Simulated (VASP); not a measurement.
# LaIn (Pm-3m) in VASP: a series of runs, part 2 of 2

VASP 6.6.1. The steps go on from the part before.

### 4 Electric field gradients, LDA (24.73 Å³/atom)

This run uses another cell than the first one, of 24.73 Å³/atom.

File INCAR:

```
PREC     = Accurate       # precision mode
ENCUT    = 520            # plane-wave cutoff, eV
EDIFF    = 1E-8           # SCF threshold, eV
ISMEAR   = -1             # smearing method
SIGMA    = 0.05           # smearing width, eV
LREAL    = F              # projectors in reciprocal space
LASPH    = T              # aspherical terms in the spheres
NELM     = 100            # most SCF steps
ALGO     = Normal         # electronic algorithm
ISIF     = 2              # what is computed and relaxed
LWAVE    = F              # write WAVECAR
LCHARG   = F              # write CHGCAR
GGA      = CA             # functional
LEFG     = T            
NBANDS   = 19             # bands
```

File KPOINTS:

```
Automatic mesh
0
Gamma
  9 9 9
```

File POSCAR:

```
LaIn
1.0
    3.6706401529      0.0000000000      0.0000000000
    0.0000000000      3.6706401529      0.0000000000
    0.0000000000      0.0000000000      3.6706401529
La In
1 1
Direct
    0.5000000000      0.5000000000      0.5000000000
    0.0000000000      0.0000000000      0.0000000000
```

Potentials or basis: VASP PAW LDA potentials, release 64 (La, In_d).

On the command line:

```sh
cat potpaw_LDA.64/La/POTCAR potpaw_LDA.64/In_d/POTCAR > POTCAR
mpirun -np 1 vasp_std > vasp.out
```

OUTCAR:

```text
PREC = Accurate
   ENCUT = 520
   EDIFF = 1E-8
   ISMEAR = -1
   LREAL = F
   LASPH = T
   NELM = 100
   ISIF = 2
   GGA = CA

 ion  position               nearest neighbor table
   1  0.500  0.500  0.500-   2 3.18   2 3.18   2 3.18   2 3.18   2 3.18   2 3.18   2 3.18   2 3.18

   2  0.000  0.000  0.000-   1 3.18   1 3.18   1 3.18   1 3.18   1 3.18   1 3.18   1 3.18   1 3.18

  LATTYP: Found a simple cubic cell.
 ALAT       =     3.6706401529

  Lattice vectors:

 A1 = (   3.6706401529,   0.0000000000,   0.0000000000)
 A2 = (   0.0000000000,   3.6706401529,   0.0000000000)
 A3 = (   0.0000000000,   0.0000000000,   3.6706401529)

Analysis of symmetry for initial positions (statically):
=====================================================================
 Subroutine PRICEL returns:
 Original cell was already a primitive cell.

 Routine SETGRP: Setting up the symmetry group for a
 simple cubic supercell.

 Subroutine GETGRP returns: Found 48 space group operations
 (whereof 48 operations were pure point group operations)
[... 717 lines left out ...]
     0.000000000  3.670640153  0.000000000     0.000000000  0.272432044  0.000000000
     0.000000000  0.000000000  3.670640153     0.000000000  0.000000000  0.272432044

 POSITION                                       TOTAL-FORCE (eV/Angst)
 -----------------------------------------------------------------------------------
      1.83532      1.83532      1.83532         0.000000      0.000000      0.000000
      0.00000      0.00000      0.00000         0.000000      0.000000      0.000000
 -----------------------------------------------------------------------------------
    total drift:                               -0.000000      0.000000      0.000000

  FREE ENERGIE OF THE ION-ELECTRON SYSTEM (eV)
  ---------------------------------------------------
  free  energy   TOTEN  =        -9.6286106465 eV

  energy  without entropy=       -9.6187744869  energy(sigma->0) =       -9.62369257

 Electric field gradients (V/A^2)
---------------------------------------------------------------------
 ion       V_xx      V_yy      V_zz      V_xy      V_xz      V_yz
---------------------------------------------------------------------
   1       0.000     0.000     0.000     0.000     0.000     0.000
   2      -0.000    -0.000    -0.000     0.000    -0.000    -0.000
---------------------------------------------------------------------

 Electric field gradients after diagonalization (V/A^2)
 (convention: |V_zz| > |V_xx| > |V_yy|)
----------------------------------------------------------------------
 ion       V_xx      V_yy      V_zz     asymmetry (V_yy - V_xx)/ V_zz
----------------------------------------------------------------------
   1       0.000     0.000     0.000      -0.744
   2      -0.000    -0.000    -0.000      -0.053
----------------------------------------------------------------------

           NMR quadrupolar parameters

 Cq : quadrupolar parameter    Cq=e*Q*V_zz/h
 eta: asymmetry parameters     (V_yy - V_xx)/ V_zz
 Q  : nuclear electric quadrupole moment in mb (millibarn)
----------------------------------------------------------------------
 ion       Cq(MHz)       eta       Q (mb)
----------------------------------------------------------------------
   1       0.000      -0.744       1.000
   2      -0.000      -0.053       1.000
----------------------------------------------------------------------
```

OSZICAR:

```text
N       E                     dE             d eps       ncg     rms          rms(c)
DAV:   1     0.213077852053E+03    0.21308E+03   -0.99930E+03  1426   0.196E+03
DAV:   2     0.209294364509E+02   -0.19215E+03   -0.18318E+03  1346   0.319E+02
DAV:   3    -0.739753354233E+01   -0.28327E+02   -0.27471E+02  1732   0.142E+02
DAV:   4    -0.974685831174E+01   -0.23493E+01   -0.22390E+01  2536   0.340E+01
DAV:   5    -0.986027019443E+01   -0.11341E+00   -0.11333E+00  1918   0.579E+00    0.552E+00
DAV:   6    -0.967287464425E+01    0.18740E+00   -0.65894E-01  2451   0.118E+01    0.231E+00
DAV:   7    -0.963665932603E+01    0.36215E-01   -0.64038E-02  2190   0.359E+00    0.887E-01
DAV:   8    -0.962857749385E+01    0.80818E-02   -0.11703E-02  2283   0.126E+00    0.148E-01
DAV:   9    -0.962861126390E+01   -0.33770E-04   -0.75711E-04  2080   0.300E-01    0.740E-02
DAV:  10    -0.962860940121E+01    0.18627E-05   -0.93060E-05  2484   0.962E-02    0.201E-02
DAV:  11    -0.962861071597E+01   -0.13148E-05   -0.40090E-06  1995   0.144E-02    0.296E-03
DAV:  12    -0.962861064872E+01    0.67253E-07   -0.67490E-07  2330   0.121E-02    0.125E-03
DAV:  13    -0.962861064647E+01    0.22505E-08   -0.97596E-08  2326   0.293E-03
   1 F= -.96286106E+01 E0= -.96236926E+01  d E =-.983616E-02
```

It took 25 s on 1 thread of Intel Xeon Platinum 8488C (Sapphire Rapids), shared host; peak memory 0.17 GiB.

Results:

```yaml
Free_energy: -9.6286 eV
Pressure: 11.4 GPa
Band_gap_on_the_k_mesh: zero (bands 12 and 13 overlap by 1.88 eV)
Largest_electric_field_gradient_by_atom: under 0.05 V/Å² on every atom
```

Caveat: the cell stands under pressure; spin-orbit coupling is left out, which moves the levels of the heavy elements.

### 5 Electric field gradients, LDA (26.27 Å³/atom)

This run uses another cell than the first one, of 26.27 Å³/atom.

File INCAR:

```
PREC = Accurate
ENCUT = 520
EDIFF = 1E-8
ISMEAR = -1
SIGMA = 0.05
LREAL = F
LASPH = T
NELM = 100
ALGO = Normal
ISIF = 2
LWAVE = F
LCHARG = F
GGA = CA
LEFG = T
NBANDS = 19
```

KPOINTS is that of step 4.

File POSCAR:

```
LaIn
1.0
    3.7455717768      0.0000000000      0.0000000000
    0.0000000000      3.7455717768      0.0000000000
    0.0000000000      0.0000000000      3.7455717768
La In
1 1
Direct
    0.5000000000      0.5000000000      0.5000000000
    0.0000000000      0.0000000000      0.0000000000
```

Potentials or basis: VASP PAW LDA potentials, release 64 (La, In_d).

On the command line:

```sh
cat potpaw_LDA.64/La/POTCAR potpaw_LDA.64/In_d/POTCAR > POTCAR
mpirun -np 1 vasp_std > vasp.out
```

OUTCAR:

```text
PREC = Accurate
   ENCUT = 520
   EDIFF = 1E-8
   ISMEAR = -1
   LREAL = F
   LASPH = T
   NELM = 100
   ISIF = 2
   GGA = CA

 ion  position               nearest neighbor table
   1  0.500  0.500  0.500-   2 3.24   2 3.24   2 3.24   2 3.24   2 3.24   2 3.24   2 3.24   2 3.24

   2  0.000  0.000  0.000-   1 3.24   1 3.24   1 3.24   1 3.24   1 3.24   1 3.24   1 3.24   1 3.24

  LATTYP: Found a simple cubic cell.
 ALAT       =     3.7455717768

  Lattice vectors:

 A1 = (   3.7455717768,   0.0000000000,   0.0000000000)
 A2 = (   0.0000000000,   3.7455717768,   0.0000000000)
 A3 = (   0.0000000000,   0.0000000000,   3.7455717768)

Analysis of symmetry for initial positions (statically):
=====================================================================
 Subroutine PRICEL returns:
 Original cell was already a primitive cell.

 Routine SETGRP: Setting up the symmetry group for a
 simple cubic supercell.

 Subroutine GETGRP returns: Found 48 space group operations
 (whereof 48 operations were pure point group operations)
[... 717 lines left out ...]
     0.000000000  3.745571777  0.000000000     0.000000000  0.266981935  0.000000000
     0.000000000  0.000000000  3.745571777     0.000000000  0.000000000  0.266981935

 POSITION                                       TOTAL-FORCE (eV/Angst)
 -----------------------------------------------------------------------------------
      1.87279      1.87279      1.87279         0.000000      0.000000      0.000000
      0.00000      0.00000      0.00000         0.000000      0.000000      0.000000
 -----------------------------------------------------------------------------------
    total drift:                               -0.000000      0.000000      0.000000

  FREE ENERGIE OF THE ION-ELECTRON SYSTEM (eV)
  ---------------------------------------------------
  free  energy   TOTEN  =        -9.7940268020 eV

  energy  without entropy=       -9.7845582616  energy(sigma->0) =       -9.78929253

 Electric field gradients (V/A^2)
---------------------------------------------------------------------
 ion       V_xx      V_yy      V_zz      V_xy      V_xz      V_yz
---------------------------------------------------------------------
   1      -0.000     0.000     0.000    -0.000     0.000     0.000
   2       0.000     0.000     0.000     0.000    -0.000    -0.000
---------------------------------------------------------------------

 Electric field gradients after diagonalization (V/A^2)
 (convention: |V_zz| > |V_xx| > |V_yy|)
----------------------------------------------------------------------
 ion       V_xx      V_yy      V_zz     asymmetry (V_yy - V_xx)/ V_zz
----------------------------------------------------------------------
   1       0.000     0.000    -0.000       0.261
   2       0.000     0.000     0.000      -0.189
----------------------------------------------------------------------

           NMR quadrupolar parameters

 Cq : quadrupolar parameter    Cq=e*Q*V_zz/h
 eta: asymmetry parameters     (V_yy - V_xx)/ V_zz
 Q  : nuclear electric quadrupole moment in mb (millibarn)
----------------------------------------------------------------------
 ion       Cq(MHz)       eta       Q (mb)
----------------------------------------------------------------------
   1      -0.000       0.261       1.000
   2       0.000      -0.189       1.000
----------------------------------------------------------------------
```

It took 27 s on 1 thread of Intel Xeon Platinum 8488C (Sapphire Rapids), shared host; peak memory 0.17 GiB.

Results:

```yaml
Free_energy: -9.7940 eV
Pressure: 5.9 GPa
Band_gap_on_the_k_mesh: zero (bands 12 and 13 overlap by 1.85 eV)
Largest_electric_field_gradient_by_atom: under 0.05 V/Å² on every atom
```

Levels at points of the mesh, in eV from the Fermi level:
```
           k point  band 9  band 10  band 11  band 12  band 13  band 14  band 15  band 16
(0.00, 0.00, 0.00)  -14.16    -7.42    -0.59    -0.59     1.67     1.67     1.67     2.01
```

Caveat: the cell stands under pressure; spin-orbit coupling is left out, which moves the levels of the heavy elements.

### 6 Electric field gradients, LDA (30.91 Å³/atom)

This run uses another cell than the first one, of 30.91 Å³/atom.

File INCAR:

```
ALGO = Normal
EDIFF = 1E-8
ENCUT = 520
ISIF = 2
ISMEAR = -1
LASPH = T
LCHARG = F
LEFG = T
LREAL = F
LWAVE = F
NBANDS = 19
NELM = 60
PREC = Accurate
SIGMA = 0.05
```

File KPOINTS:

```
k-points
0
Gamma
  9 9 9
```

File POSCAR:

```
LaIn
1.0
    3.9540772400      0.0000000000      0.0000000000
    0.0000000000      3.9540772400      0.0000000000
    0.0000000000      0.0000000000      3.9540772400
La In
1 1
Direct
    0.5000000000      0.5000000000      0.5000000000
    0.0000000000      0.0000000000      0.0000000000
```

Potentials or basis: VASP PAW LDA potentials, release 64 (La, In_d).

On the command line:

```sh
cat potpaw_LDA.64/La/POTCAR potpaw_LDA.64/In_d/POTCAR > POTCAR
mpirun -np 1 vasp_std > vasp.out
```

OUTCAR:

```text
EDIFF = 1E-8
   ENCUT = 520
   ISIF = 2
   ISMEAR = -1
   LASPH = T
   LREAL = F
   NELM = 60
   PREC = Accurate

 ion  position               nearest neighbor table
   1  0.500  0.500  0.500-   2 3.42   2 3.42   2 3.42   2 3.42   2 3.42   2 3.42   2 3.42   2 3.42

   2  0.000  0.000  0.000-   1 3.42   1 3.42   1 3.42   1 3.42   1 3.42   1 3.42   1 3.42   1 3.42

  LATTYP: Found a simple cubic cell.
 ALAT       =     3.9540772400

  Lattice vectors:

 A1 = (   3.9540772400,   0.0000000000,   0.0000000000)
[... 740 lines left out ...]
  FREE ENERGIE OF THE ION-ELECTRON SYSTEM (eV)
  ---------------------------------------------------
  free  energy   TOTEN  =        -9.8168874509 eV

  energy  without entropy=       -9.8046448576  energy(sigma->0) =       -9.81076615

 Electric field gradients (V/A^2)
---------------------------------------------------------------------
 ion       V_xx      V_yy      V_zz      V_xy      V_xz      V_yz
---------------------------------------------------------------------
   1      -0.000    -0.000     0.000     0.000    -0.000     0.000
   2      -0.000    -0.000    -0.000     0.000     0.000     0.000
---------------------------------------------------------------------

 Electric field gradients after diagonalization (V/A^2)
 (convention: |V_zz| > |V_xx| > |V_yy|)
----------------------------------------------------------------------
 ion       V_xx      V_yy      V_zz     asymmetry (V_yy - V_xx)/ V_zz
----------------------------------------------------------------------
   1      -0.000    -0.000     0.000       0.153
   2      -0.000    -0.000    -0.000      -0.269
----------------------------------------------------------------------

           NMR quadrupolar parameters

 Cq : quadrupolar parameter    Cq=e*Q*V_zz/h
 eta: asymmetry parameters     (V_yy - V_xx)/ V_zz
 Q  : nuclear electric quadrupole moment in mb (millibarn)
----------------------------------------------------------------------
 ion       Cq(MHz)       eta       Q (mb)
----------------------------------------------------------------------
   1       0.000       0.153       1.000
   2      -0.000      -0.269       1.000
----------------------------------------------------------------------
```

It took 41 s on 1 thread of Intel Xeon Platinum 8488C (Sapphire Rapids), shared host; peak memory 0.19 GiB.

Results:

| Property | Result |
| --- | --- |
| Free energy | -9.8169 eV |
| Pressure | -3.8 GPa |
| Band gap on the k mesh | zero (bands 12 and 13 overlap by 1.81 eV) |
| Largest electric field gradient by atom | under 0.05 V/Å² on every atom |

Caveat: the cell stands under tension; spin-orbit coupling is left out, which moves the levels of the heavy elements.

### 7 The runs side by side

| cell | gap on the mesh (eV) | pressure (GPa) |
| --- | --- | --- |
| a = 2.913 Å, 2 atoms | none | 265.4 |
| a = 3.671 Å, 2 atoms | none | 11.4 |
| a = 3.746 Å, 2 atoms | none | 5.9 |
| a = 3.954 Å, 2 atoms | none | -3.8 |

Alike in all rows: task electric field gradients; level LDA; potentials or basis VASP PAW LDA potentials, release 64 (La, In_d); no spin polarisation; k mesh 9 × 9 × 9; cutoff (eV) 520; smearing fermi-dirac 0.05 eV.

Caveats: spin-orbit coupling is left out, which moves the levels of the heavy elements; the cell stands under pressure (at least some runs); the cell stands under tension (at least some runs).

Absolute energies hang on the potentials; compare differences alone.
